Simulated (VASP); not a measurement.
# Cr (P6_3/mmc) in VASP: a series of runs

The runs below take Cr through relaxation of cell and atoms, with RPBE.

All numbers are computed with VASP 6.6.1; they aren't measurements. Logs are shortened: lines on timing, memory, paths and dates and some standing lists are left out, and cuts for length are marked.

### 1 The cell of the first run

It takes space group P6_3/mmc (No. 194, hexagonal). The conventional cell has a = 2.569 Å, b = 2.569 Å, c = 4.196 Å, α = 90.00°, β = 90.00°, γ = 120.00°. Within 3.4 Å of Cr (site symmetry -6m2) lie 12 Cr at 2.57 Å.

### 2 Relaxation of cell and atoms, RPBE

INCAR reads:

```
SYSTEM = Cr
  PREC = Accurate
  ENCUT = 600
  EDIFF = 1E-6
  ISMEAR = -1
  SIGMA = 0.1
  LREAL = .FALSE.
  LASPH = .TRUE.
  NELM = 60
  ALGO = Normal
  ISIF = 3
  LWAVE = .FALSE.
  LCHARG = .FALSE.
  GGA = RP
  IBRION = 2
  NSW = 80
  EDIFFG = -0.01
```

KPOINTS reads:

```
Automatic mesh
0
G
  14 14 8
  0 0 0
```

POSCAR reads:

```
Cr
1.0
    2.5692592270      0.0000000000      0.0000000000
   -1.2846296135      2.2250437595      0.0000000000
    0.0000000000      0.0000000000      4.1956003177
Cr
2
Direct
    0.3333333333      0.6666666667      0.2500000000
    0.6666666667      0.3333333333      0.7500000000
```

Potentials or basis: VASP PAW PBE potentials, release 64 (Cr_pv).

The run is started by

```console
$ cat potpaw_PBE.64/Cr_pv/POTCAR > POTCAR
$ mpirun -np 1 vasp_std > vasp.out
```

OUTCAR:

```text
SYSTEM = Cr
   PREC = Accurate
   ENCUT = 600
   EDIFF = 1E-6
   ISMEAR = -1
   LREAL = .FALSE.
   LASPH = .TRUE.
   NELM = 60
   ISIF = 3
   GGA = RP
   IBRION = 2
   NSW = 80
   EDIFFG = -0.01

 ion  position               nearest neighbor table
   1  0.333  0.667  0.250-   2 2.57   2 2.57   2 2.57   2 2.57   2 2.57   2 2.57
   2  0.667  0.333  0.750-   1 2.57   1 2.57   1 2.57   1 2.57   1 2.57   1 2.57

  LATTYP: Found a hexagonal cell.
 ALAT       =     2.5692592270
 C/A-ratio  =     1.6330000000

  Lattice vectors:

 A1 = (   2.5692592270,   0.0000000000,   0.0000000000)
 A2 = (  -1.2846296135,   2.2250437595,   0.0000000000)
 A3 = (   0.0000000000,   0.0000000000,   4.1956003177)

Analysis of symmetry for initial positions (statically):
=====================================================================
 Subroutine PRICEL returns:
 Original cell was already a primitive cell.

 Routine SETGRP: Setting up the symmetry group for a
 hexagonal supercell.

 Subroutine GETGRP returns: Found 24 space group operations
 (whereof 12 operations were pure point group operations)
 out of a pool of 24 trial point group operations.

The static configuration has the point symmetry D_3d.
 The point group associated with its full space group is D_6h.

Analysis of symmetry for dynamics (positions and initial velocities):
=====================================================================
 Subroutine PRICEL returns:
 Original cell was already a primitive cell.

 Routine SETGRP: Setting up the symmetry group for a
 hexagonal supercell.

 Subroutine GETGRP returns: Found 24 space group operations
 (whereof 12 operations were pure point group operations)
 out of a pool of 24 trial point group operations.

The dynamic configuration has the point symmetry D_3d.
 The point group associated with its full space group is D_6h.

 Subroutine INISYM returns: Found 24 space group operations
 (whereof 12 operations are pure point group operations),
 and found     1 'primitive' translations

----------------------------------------------------------------------------------------

                                     Primitive cell

  volume of cell :      23.9850

  direct lattice vectors                    reciprocal lattice vectors
     2.569259227  0.000000000  0.000000000     0.389217246  0.224714682  0.000000000
    -1.284629613  2.225043760  0.000000000     0.000000000  0.449429363  0.000000000
     0.000000000  0.000000000  4.195600318     0.000000000  0.000000000  0.238344915

  length of vectors
     2.569259227  2.569259227  4.195600318     0.449429363  0.449429363  0.238344915

  position of ions in fractional coordinates (direct lattice)
     0.333333333  0.666666667  0.250000000
     0.666666667  0.333333333  0.750000000

  ion indices of the primitive-cell ions
   primitive index   ion index
                 1           1
                 2           2

----------------------------------------------------------------------------------------

 KPOINTS: Automatic mesh

Automatic generation of k-mesh.
 Grid dimensions read from file:
 generate k-points for:   14   14    8

 Generating k-lattice:

  Cartesian coordinates                     Fractional coordinates (reciprocal lattice)
     0.027801232  0.016051049  0.000000000     0.071428571  0.000000000  0.000000000
     0.000000000  0.032102097  0.000000000     0.000000000  0.071428571  0.000000000
     0.000000000  0.000000000  0.029793114     0.000000000  0.000000000  0.125000000

  Length of vectors
     0.032102097  0.032102097  0.029793114

  Shift w.r.t. Gamma in fractional coordinates (k-lattice)
     0.000000000  0.000000000  0.000000000

 Subroutine IBZKPT returns following result:
 ===========================================

 Found    120 irreducible k-points:

 Following reciprocal coordinates:
            Coordinates               Weight
  0.000000  0.000000  0.000000      1.000000
  0.071429  0.000000  0.000000      6.000000
  0.142857  0.000000  0.000000      6.000000
  0.214286  0.000000  0.000000      6.000000
  0.285714  0.000000  0.000000      6.000000
  0.357143  0.000000  0.000000      6.000000
[... 16 lines left out ...]
  0.285714  0.285714  0.000000      6.000000
  0.357143  0.285714  0.000000      6.000000
 [... further k-points ...]
   k-points           NKPTS =    120   k-points in BZ     NKDIM =    120   number of bands    NBANDS=     16
   number of dos      NEDOS =    301   number of ions     NIONS =      2
   total plane-waves  NPLWV =  20736
   dimension x,y,z NGX =    24 NGY =   24 NGZ =   36
   dimension x,y,z NGXF=    48 NGYF=   48 NGZF=   72
   ions per type =               2
   NGX,Y,Z   is equivalent  to a cutoff of  15.53, 15.53, 14.26 a.u.
   NGXF,Y,Z  is equivalent  to a cutoff of  31.06, 31.06, 28.53 a.u.
 SYSTEM =  Cr
   PREC   = accura    normal or accurate (medium, high low for compatibility)
   ISTART =      0    job   : 0-new  1-cont  2-samecut
   ICHARG =      2    charge: 1-file 2-atom 10-const
   ISPIN  =      1    spin polarized calculation?
   LNONCOLLINEAR =      F non collinear calculations
   LSORBIT =      F    spin-orbit coupling
   LASPH  =      T    aspherical Exc in radial PAW
   ENCUT  =  600.0 eV  44.10 Ry    6.64 a.u.   5.13  5.13  8.38*2*pi/ulx,y,z
   NELM   =     60;   NELMIN=  2; NELMDL= -5     # of ELM steps
   EDIFF  = 0.1E-05   stopping-criterion for ELM
   LREAL  =      F    real-space projection
   EDIFFG = -.1E-01   stopping-criterion for IOM
   NSW    =     80    number of steps for IOM
   IBRION =      2    ionic relax: 0-MD 1-quasi-New 2-CG
   NFREE  =      1    steps in history (QN), initial steepest desc. (CG)
   ISIF   =      3    stress and relaxation
   ISYM   =      2    0-nonsym 1-usesym 2-fastsym
   POTIM  = 0.5000    time-step for ionic-motion
   TEBEG  =    0.0;   TEEND  =   0.0 temperature during run
   PSTRESS=    0.0 pullay stress
   NELECT =      24.0000    total number of electrons
   NUPDOWN=      -1.0000    fix difference up-down
   EMIN   =  10.00;   EMAX   =-10.00  energy-range for DOS
   EFERMI =   0.00;   METHOD = LEGACY
   ISMEAR =    -1;   SIGMA  =   0.10  broadening in eV -4-tet -1-fermi 0-gaus
   EFERMI_NEDOS =   21; number of points for ismear=-14 and -15
   IALGO  =     38    algorithm
   IMIX   =      4    mixing-type and parameters
     AMIX     =   0.40;   BMIX     =  1.00
     AMIX_MAG =   1.60;   BMIX_MAG =  1.00
  volume/ion in A,a.u.               =      11.99        80.93
  Fermi-wavevector in a.u.,A,eV,Ry     =   1.637439  3.094310 36.480015  2.681205
  Thomas-Fermi vector in A             =   2.728578
   LORBIT       =      0    0 simple, 1 ext, 2 COOP (PROOUT), +10 PAW based schemes
   GGA     = RP    functional components
   LHFCALC =     F    Hartree Fock is set to
   AEXX    =    0.0000 exact exchange contribution
   IVDW    =     0    specifies the selected vdW correction
   LEPSILON=     F    determine dielectric tensor
   LRPA    =     F    only Hartree local field effects (RPA)
 conjugate gradient relaxation of ions
 non-spin polarized calculation
  energy-cutoff  :      600.00
  volume of cell :       23.99
 maximum number of plane-waves:       818
 NGX is ok and might be reduce to    24
   NGX = 11   NGY = 11   NGZ = 17

--------------------------------------- Ionic step        1  -------------------------------------------

 number of electron      24.0000000 magnetization

 Free energy of the ion-electron system (eV)
  ---------------------------------------------------
  ext. energy  EPLUGINS =         0.00000000
  ---------------------------------------------------
  free energy    TOTEN  =       -17.15239037 eV

  energy without entropy =      -17.01137336  energy(sigma->0) =      -17.08188187

------------------------ aborting loop because EDIFF is reached ----------------------------------------

  FORCE on cell =-STRESS in cart. coord.  units (eV):
  Direction    XX          YY          ZZ          XY          YZ          ZX
  --------------------------------------------------------------------------------------
  -------------------------------------------------------------------------------------
  Total       -0.1512229     -0.1512229      1.6737816      0.0000000     -0.0000000     -0.0000000
  in kB      -10.1015360    -10.1015360    111.8069465      0.0000000     -0.0000000     -0.0000000
  external PRESSURE =      30.5346248 kB  Pullay stress =       0.0000000 kB
[... 89 lines left out ...]
  FREE ENERGIE OF THE ION-ELECTRON SYSTEM (eV)
  ---------------------------------------------------
  free  energy   TOTEN  =       -17.2052970645 eV

  energy  without entropy=      -17.0820541032  energy(sigma->0) =      -17.14367558

 E-fermi :   9.9755     XC(G=0): -13.1282

 val. band max:        9.9754358889   @ k =   0.2857   0.1429   0.1250
 cond. band min:       9.9841577138   @ k =   0.2143   0.2143   0.2500
 fundamental gap:      0.0087218249
 Fermi energy:         9.9755224928

 k-point     1 :       0.0000    0.0000    0.0000
  band No.  band energies     occupation
      1     -33.3253      2.00000
      2     -32.7591      2.00000
      3     -32.5877      2.00000
      4     -32.5877      2.00000
      5     -32.5342      2.00000
      6     -32.5342      2.00000
[... 8 lines left out ...]
     15      11.0214      0.00006
     16      11.0214      0.00006
[... 420 lines left out ...]
  band No.  band energies     occupation
      1     -33.1763      2.00000
      2     -33.1051      2.00000
      3     -33.0492      2.00000
      4     -32.9706      2.00000
      5     -32.9376      2.00000
      6     -32.8930      2.00000
[... 8 lines left out ...]
     15      11.4944      0.00000
     16      11.7818      0.00000

 [... further k-points ...]

[... ionic steps 4 to 8 ...]

--------------------------------------- Ionic step        9  -------------------------------------------

 number of electron      24.0000016 magnetization

------------------------ aborting loop because EDIFF is reached ----------------------------------------

  FORCE on cell =-STRESS in cart. coord.  units (eV):
  Direction    XX          YY          ZZ          XY          YZ          ZX
  --------------------------------------------------------------------------------------
  -------------------------------------------------------------------------------------
  Total       -0.0335462     -0.0335462      0.0162317      0.0000000     -0.0000000      0.0000000
  in kB       -2.2072773     -2.2072773      1.0680168      0.0000000     -0.0000000      0.0000000
  external PRESSURE =      -1.1155126 kB  Pullay stress =       0.0000000 kB
[... 57 lines left out ...]
  energy  without entropy=      -17.1257004093  energy(sigma->0) =      -17.17956376

--------------------------------------- Ionic step       11  -------------------------------------------

 number of electron      24.0000015 magnetization

 Free energy of the ion-electron system (eV)
  ---------------------------------------------------
  ext. energy  EPLUGINS =         0.00000000
  ---------------------------------------------------
  free energy    TOTEN  =       -17.23343108 eV

  energy without entropy =      -17.12611353  energy(sigma->0) =      -17.17977230

 E-fermi :  10.2156     XC(G=0): -13.2342

 val. band max:       10.2150873942   @ k =   0.2143   0.2143   0.2500
 cond. band min:      10.2364112080   @ k =   0.0714   0.0714   0.1250
 fundamental gap:      0.0213238138
 Fermi energy:        10.2156459991

 k-point     1 :       0.0000    0.0000    0.0000
  band No.  band energies     occupation
      1     -33.0919      2.00000
      2     -32.4775      2.00000
      3     -32.3234      2.00000
      4     -32.3233      2.00000
      5     -32.2643      2.00000
      6     -32.2643      2.00000
[... 8 lines left out ...]
     15      11.2626      0.00006
     16      11.2626      0.00006
[... 420 lines left out ...]
  band No.  band energies     occupation
      1     -32.9365      2.00000
      2     -32.8582      2.00000
      3     -32.8027      2.00000
      4     -32.7161      2.00000
      5     -32.6765      2.00000
      6     -32.6281      2.00000
[... 8 lines left out ...]
     15      11.8147      0.00000
     16      12.0883      0.00000

 [... further k-points ...]

------------------------ aborting loop because EDIFF is reached ----------------------------------------

  FORCE on cell =-STRESS in cart. coord.  units (eV):
  Direction    XX          YY          ZZ          XY          YZ          ZX
  --------------------------------------------------------------------------------------
  -------------------------------------------------------------------------------------
  Total        0.0064203      0.0064203     -0.0162943     -0.0000000      0.0000000      0.0000000
  in kB        0.4226850      0.4226850     -1.0727406     -0.0000000      0.0000000      0.0000000
  external PRESSURE =      -0.0757902 kB  Pullay stress =       0.0000000 kB
[... 17 lines left out ...]
  FREE ENERGIE OF THE ION-ELECTRON SYSTEM (eV)
  ---------------------------------------------------
  free  energy   TOTEN  =       -17.2334310832 eV

  energy  without entropy=      -17.1261135253  energy(sigma->0) =      -17.17977230

 reached required accuracy - stopping structural energy minimisation
```

It took 3.9 min on 1 thread of Intel Xeon Platinum 8375C at 2.90GHz (Ice Lake), shared host; peak memory 0.19 GiB.

What came out:

- Free energy: -17.2334 eV
- Relaxed volume: 12.17 Å³/atom
- Relaxed cell: a = 2.505 Å, b = 2.505 Å, c = 4.480 Å, α = 90.00°, β = 90.00°, γ = 120.00°
- Space group after relaxing (to 0.05 Å): P6_3/mmc (No. 194)
- Energy gained by relaxing: 40.5 meV/atom
- Ionic steps: 11
- Pressure after relaxing: 0.0 GPa
- Band gap on the k mesh: zero (band 12 reaches 11.15 eV, above the bottom of band 13 at 9.90 eV)

Stress tensor (GPa, compression positive):
```
 0.04  0.00  0.00
 0.00  0.04  0.00
 0.00  0.00 -0.11
```

The path:
```csv
step,energy change (eV),largest force (eV/Å),pressure (GPa),volume (Å³)
1,0.0000,0.0000,3.05,23.99
2,-0.0481,0.0000,-4.06,24.77
3,-0.0529,0.0000,-6.52,25.09
4,-0.0735,0.0000,-4.52,24.86
5,-0.0750,0.0000,-3.84,24.79
6,-0.0806,0.0000,-1.18,24.46
7,-0.0810,0.0000,0.22,24.31
8,-0.0810,0.0000,-0.04,24.34
9,-0.0810,0.0000,-0.11,24.35
10,-0.0810,0.0000,-0.09,24.35
11,-0.0810,0.0000,-0.01,24.34
```

Final structure:
```xyz
2
Lattice="2.5046 0.0000 0.0000 -1.2523 2.1691 0.0000 0.0000 0.0000 4.4796" Properties=species:S:1:pos:R:3 pbc="T T T"
Cr    0.0000    1.4460    1.1199
Cr    1.2523    0.7230    3.3597
```

Caveat: the PAW data sets were made with another functional, which shifts forces and pressure a little; the run has no spin polarisation, though such a crystal can be magnetic. Spin polarisation is off, so any magnetic state and its effect on volume and gap are missing.

### 3 Relaxation of cell and atoms, RPBE, collinear spin, antiferromagnetic start

INCAR reads:

```
SYSTEM = Cr
ALGO = Normal
EDIFF = 1E-6
EDIFFG = -0.01
ENCUT = 600
GGA = RP
IBRION = 2
ISIF = 3
ISMEAR = -1
ISPIN = 2
LASPH = .TRUE.
LCHARG = .FALSE.
LMAXMIX = 4
LORBIT = 11
LREAL = .FALSE.
LWAVE = .FALSE.
MAGMOM = 1.5 -1.5
NELM = 150
NSW = 80
PREC = Accurate
SIGMA = 0.05
```

KPOINTS reads:

```
k-points
0
G
  14 14 8
  0 0 0
```

POSCAR is that of step 2.

Potentials or basis: VASP PAW PBE potentials, release 64 (Cr_pv).

The run is started by

```console
$ cat potpaw_PBE.64/Cr_pv/POTCAR > POTCAR
$ mpirun -np 1 vasp_std > vasp.out
```

Wall time 6.2 min (1 thread of Intel Xeon 6975P-C, shared host); peak memory 0.24 GiB.

Results (log left out):

```
Free energy                                           : -17.1934 eV
Relaxed volume                                        : 12.16 Å³/atom
Relaxed cell                                          : a = 2.501 Å, b = 2.501 Å, c = 4.488 Å, α = 90.00°, β = 90.00°, γ = 120.00°
Space group after relaxing (to 0.05 Å)                : P6_3/mmc (No. 194)
Energy gained by relaxing                             : 47.8 meV/atom
Ionic steps                                           : 9
Pressure after relaxing                               : -0.1 GPa
Band gap on the k mesh                                : zero (filled and empty bands overlap)
Net moment                                            : 0.00 μB per cell
Valence electrons inside the program's atomic spheres : Cr 10.99
```

Stress tensor (GPa, compression positive):
```
-0.11  0.00  0.00
 0.00 -0.11  0.00
 0.00  0.00  0.03
```

Step by step:
```tsv
step	energy change (eV)	largest force (eV/Å)	pressure (GPa)	volume (Å³)
1	0.0000	0.0000	2.59	23.99
2	-0.0618	0.0000	-3.38	24.65
3	-0.0747	0.0000	-6.28	25.02
4	-0.0913	0.0000	-1.69	24.53
5	-0.0921	0.0000	-2.43	24.62
6	-0.0955	0.0000	-0.52	24.37
7	-0.0956	0.0000	-0.20	24.33
8	-0.0956	0.0000	0.01	24.32
9	-0.0956	0.0000	-0.06	24.32
```

Final structure:
```
Cr
1.0
     2.50141    0.00000    0.00000
    -1.25071    2.16629    0.00000
     0.00000    0.00000    4.48762
Cr
2
Direct
  0.33333 0.66667 0.25000
  0.66667 0.33333 0.75000
```

Levels at points of the mesh, in eV from the Fermi level:
Spin up:
```
           k point  band 8  band 9  band 10  band 11  band 12  band 13  band 14  band 15  band 16
(0.00, 0.00, 0.00)   -4.00   -1.20    -0.34    -0.34    -0.33    -0.02    -0.02     1.06     1.06
(0.50, 0.00, 0.00)   -3.39   -3.29    -0.91    -0.61    -0.30    -0.11     2.22     2.73     2.85
(0.00, 0.00, 0.50)   -5.60   -1.59    -1.59    -0.31    -0.31    -0.31    -0.31     1.74     1.74
(0.50, 0.00, 0.50)   -3.81   -2.40    -2.40     0.93     0.93     1.22     1.22     2.80     2.80
```
Spin down:
```
           k point  band 8  band 9  band 10  band 11  band 12  band 13  band 14  band 15  band 16
(0.00, 0.00, 0.00)   -4.00   -1.20    -0.34    -0.34    -0.33    -0.02    -0.02     1.06     1.06
(0.50, 0.00, 0.00)   -3.39   -3.29    -0.91    -0.61    -0.30    -0.11     2.22     2.73     2.85
(0.00, 0.00, 0.50)   -5.60   -1.59    -1.59    -0.31    -0.31    -0.31    -0.31     1.74     1.74
(0.50, 0.00, 0.50)   -3.81   -2.40    -2.40     0.93     0.93     1.22     1.22     2.80     2.80
```

Caveat: the starting moments collapsed, and a magnetic state may lie lower; the PAW data sets were made with another functional, which shifts forces and pressure a little.
